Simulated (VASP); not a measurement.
Here is a VASP 6.6.1 calculation.

INCAR

```
SYSTEM = W
  PREC = Accurate
  ENCUT = 520
  EDIFF = 1E-6
  ISMEAR = -1
  SIGMA = 0.1
  LREAL = .FALSE.
  LASPH = .TRUE.
  NELM = 60
  ALGO = Normal
  ISIF = 2
  LWAVE = .FALSE.
  LCHARG = .TRUE.
  GGA = CA
  LELF = .TRUE.
  LVHAR = .TRUE.
  NBANDS = 13
```

File KPOINTS:

```
regular mesh
0
G
  15 15 15
  0 0 0
```

Contents of POSCAR:

```
W
1.0
    0.0000000000      1.9326367563      1.9326367563
    1.9326367563      0.0000000000      1.9326367563
    1.9326367563      1.9326367563      0.0000000000
W
1
Direct
    0.0000000000      0.0000000000      0.0000000000
```

Potentials or basis: VASP PAW LDA potentials, release 64 (W_sv).

The run is started by

```bash
$ cat potpaw_LDA.64/W_sv/POTCAR > POTCAR
$ mpirun -np 1 vasp_std > vasp.out
```

(1) Predict the band gap on the k mesh.

(2) Estimate the pressure.

Answers

(1) zero (band 7 reaches 16.04 eV, above the bottom of band 8 at 11.46 eV).

(2) 33.0 GPa.

Caveat: spin-orbit coupling is left out, which moves the levels of the heavy elements.
